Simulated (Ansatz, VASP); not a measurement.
# One calculation of ZnO, two programs

The input INCAR:

```
PREC = Accurate
ENCUT = 520
EDIFF = 1E-6
ISMEAR = -1
SIGMA = 0.05
LREAL = F
LASPH = T
NELM = 100
ALGO = Normal
ISIF = 2
LWAVE = F
LCHARG = F
GGA = PS
IVDW = 12
NBANDS = 26
```

KPOINTS

```
Automatic mesh
0
Gamma
  9 9 5
```

Contents of POSCAR:

```
ZnO
1.0
    3.2493080000      0.0000000000      0.0000000000
   -1.6246540000      2.8139832727      0.0000000000
    0.0000000000      0.0000000000      5.2057090000
Zn O
2 2
Direct
    0.6666666667      0.3333333333      0.0000000000
    0.3333333333      0.6666666667      0.5000000000
    0.3333333333      0.6666666667      0.8790100000
    0.6666666667      0.3333333333      0.3790100000
```

Contents of input.yaml:

```yaml
crystal:
  lattice:
    - [3.249308, 0.0, 0.0]
    - [-1.624654, 2.8139832727, 0.0]
    - [0.0, 0.0, 5.205709]
  atoms:
    - { symbol: Zn, position: [0.6666666667, 0.3333333333, 0.0] }
    - { symbol: Zn, position: [0.3333333333, 0.6666666667, 0.5] }
    - { symbol: O, position: [0.3333333333, 0.6666666667, 0.87901] }
    - { symbol: O, position: [0.6666666667, 0.3333333333, 0.37901] }
hamiltonian:
  xc: pbesol
  pseudopotentials: { kind: paw }
  dispersion: d3bj
kpoints:
  mp_grid: { grid: [9, 9, 5] }
scf:
  occupations: { method: fermi_dirac, width: 0.05 }
output:
  forces: true
  stress: true
  eigenvalues: true
```

Alike in both runs: task single point; functional PBEsol; dispersion D3(BJ); k mesh 9 × 9 × 5; occupations fermi-dirac, width 0.05 eV; no spin polarisation.

|  | VASP | Ansatz |
| --- | --- | --- |
| version | VASP 6.6.1 | Ansatz 0.2.0 |
| potentials or method | VASP PAW PBE potentials, release 64 (Zn, O) | Ansatz PAW |
| plane-wave cutoff (eV) | 520 | 420 |
| valence electrons in the cell | 36 | 36 |

Ansatz gave:

| Quantity | Value |
| --- | --- |
| gap on the k mesh at the Fermi level (eV) | 0.70 |
| least direct gap on the mesh (eV) | 0.70 |
| pressure (GPa) | -4.0 |
| traceless stress, the component that is largest in VASP (GPa) | 1.09 |
| rms of the force components (eV/Å) | 0.036 |

Question: Estimate VASP's values.

Answer: gap on the k mesh at the Fermi level (eV): 0.68; least direct gap on the mesh (eV): 0.68; pressure (GPa): -3.1; traceless stress, the component that is largest in VASP (GPa): 1.14; rms of the force components (eV/Å): 0.038.

VASP's potentials were made for PBE, not for PBEsol. Atom by atom the forces differ by 0.002 eV/Å (rms over components).

Noted on Ansatz's run: odd divisions of the mesh miss points on the zone boundary, where band edges often lie, so the gap on the mesh can be too wide.
